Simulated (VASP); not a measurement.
Write the native input for VASP 6.6.1 that does the following.

```
Task                   : single point
Functional             : PBE
Potentials or basis    : VASP PAW PBE potentials, release 64 (I)
Cutoff                 : 520 eV
k mesh                 : 12 × 12 × 16
Occupations            : gaussian, width 0.1 eV
Spin                   : no spin polarisation
Dipole correction      : no
Further INCAR settings : ALGO = Normal; EDIFF = 1e-07; NBANDS = 10
```

The structure of I lies in POSCAR:

```
I
1.0
   -1.6484376354      1.6625059481      4.4767559541
    1.7105332398     -1.6090252558      4.4800232152
    1.6671354267      1.6277230471     -4.4564730558
I
1
Direct
    0.0000000000      0.0000000000      0.0000000000
```

This cell differs from its parent crystal: the cell strained at random.

One way to write it, as run:

INCAR

```
SYSTEM = I
  PREC = Accurate
  ENCUT = 520
  EDIFF = 1E-7
  ISMEAR = 0
  SIGMA = 0.1
  LREAL = .FALSE.
  LASPH = .TRUE.
  NELM = 60
  ALGO = Normal
  ISIF = 2
  LWAVE = .FALSE.
  LCHARG = .FALSE.
  GGA = PE
  NBANDS = 10
```

KPOINTS

```
Automatic mesh
0
G
  12 12 16
  0 0 0
```

Potentials or basis: VASP PAW PBE potentials, release 64 (I).

The run is started by

```console
$ cat potpaw_PBE.64/I/POTCAR > POTCAR
$ mpirun -np 1 vasp_std > vasp.out
```

Results of the run:

```
Pressure               : -1.5 GPa
Band gap on the k mesh : zero (an odd number of electrons rules out a gap without spin polarisation)
```

Caveat: the cell differs from its parent crystal (the cell strained at random); spin-orbit coupling is left out, which moves the levels of the heavy elements; an odd number of electrons without spin polarisation forces a metal; a magnetic or distorted state may lie lower.

Run time: 5.1 min on 1 thread of Intel(R) Xeon(R) Platinum 8559C (Emerald Rapids), on a shared host, peak memory 0.66 GiB.
